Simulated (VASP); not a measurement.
The system is Li3NbP2.

```
Li Nb P
1.0
     5.10030    0.00000    0.00000
    -2.55015    4.41699    0.00000
     0.00000    0.00000    3.72435
Li Nb P
3 1 2
Cartesian
  -1.2751 2.2085 1.8622
  2.5502 0.0000 1.8622
  1.2751 2.2085 1.8622
  0.0000 0.0000 0.0000
  0.0000 2.9447 0.0000
  2.5502 1.4723 0.0000
```

```yaml
Program: VASP 6.6.1
Task: relaxation of cell and atoms
Functional: PBE
Potentials_or_basis: VASP PAW PBE potentials, release 64 (Li_sv, Nb_sv, P)
Cutoff: 600 eV
k_mesh: 9 × 9 × 10
Occupations: gaussian, width 0.1 eV
Spin: no spin polarisation
```

At the start: pressure -3.8 GPa; volume 13.98 Å³/atom.

Problem. How do energy, volume and symmetry change on relaxing?

Solution. Over 6 steps the energy falls by 96.7 meV/atom and the volume is 13.24 Å³/atom (-5.3 %); space group P6/mmm (No. 191, to 0.05 Å).

The path:
| step | energy change (eV) | largest force (eV/Å) | pressure (GPa) | volume (Å³) |
| --- | --- | --- | --- | --- |
| 1 | 0.0000 | 0.0000 | -3.81 | 83.90 |
| 2 | -0.4764 | 0.0000 | -0.62 | 79.75 |
| 3 | -0.5593 | 0.0000 | 2.50 | 77.24 |
| 4 | -0.5804 | 0.0000 | 0.02 | 79.46 |
| 5 | -0.5804 | 0.0000 | 0.07 | 79.41 |
| 6 | -0.5805 | 0.0000 | 0.01 | 79.46 |

Final structure:
```yaml
crystal:
  lattice:
    - [4.77602, 0.00000, 0.00000]
    - [-2.38801, 4.13615, 0.00000]
    - [0.00000, 0.00000, 4.02260]
  atoms:
    - { symbol: Li, position: [0.00000, 0.50000, 0.50000] }
    - { symbol: Li, position: [0.50000, 0.00000, 0.50000] }
    - { symbol: Li, position: [0.50000, 0.50000, 0.50000] }
    - { symbol: Nb, position: [0.00000, 0.00000, 0.00000] }
    - { symbol: P, position: [0.33333, 0.66667, 0.00000] }
    - { symbol: P, position: [0.66667, 0.33333, 0.00000] }
```

Caveat: the cutoff is under 1.25 times the usual one of these potentials, so pressure, stress and relaxed cells hold a basis-set (Pulay) error.
